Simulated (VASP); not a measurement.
Runs of VASP 6.6.1 on CdF2. The structure is that of space group Fm-3m (No. 225), or close to it. The cells are those of the table. 

```csv
task,cell,cutoff (eV),gap on the mesh (eV),pressure (GPa)
relaxation of cell and atoms,"relaxed to 4 GPa from a = 3.807 Å, angles 60.0, 60.0, 90.0°, 3 atoms",600,3.01,4.0
single point,"a = 3.711 Å, angles 60.0, 60.0, 90.0°, 3 atoms",520,(a),11.3
relaxation of cell and atoms,"relaxed to -2 GPa from a = 3.807 Å, angles 60.0, 60.0, 90.0°, 3 atoms",600,2.83,-2.0
single point,"a = 3.831 Å, angles 60.0, 60.0, 90.0°, 3 atoms",520,2.85,-1.3
single point,"a = 3.785 Å, angles 60.0, 60.0, 90.0°, 3 atoms",520,2.97,2.9
single point,"a = 3.674 Å, angles 60.0, 60.0, 90.0°, 3 atoms",520,3.28,16.5
single point,"a = 3.764 Å, angles 60.0, 60.0, 90.0°, 3 atoms",520,3.03,(b)
single point,"a = 3.736 Å, angles 60.0, 60.0, 90.0°, 3 atoms",520,3.10,8.1
relaxation of cell and atoms,"relaxed to 2 GPa from a = 3.807 Å, angles 60.0, 60.0, 90.0°, 3 atoms",600,2.95,2.0
```

Alike in all rows: level PBEsol; potentials or basis VASP PAW PBE potentials, release 64 (Cd, F); no spin polarisation; k mesh 8 × 8 × 8; smearing gaussian 0.01 eV.

Estimate the missing entries.

(a) 3.17; (b) 5.0.

Caveats: the PAW data sets were made with another functional, which shifts forces and pressure a little; the cell stands under pressure (at least some runs); the cell is relaxed towards a set pressure, so the run minimises the enthalpy, not the energy (at least some runs).

A k mesh can miss the band edges, and the runs leave out spin-orbit coupling on Cd.
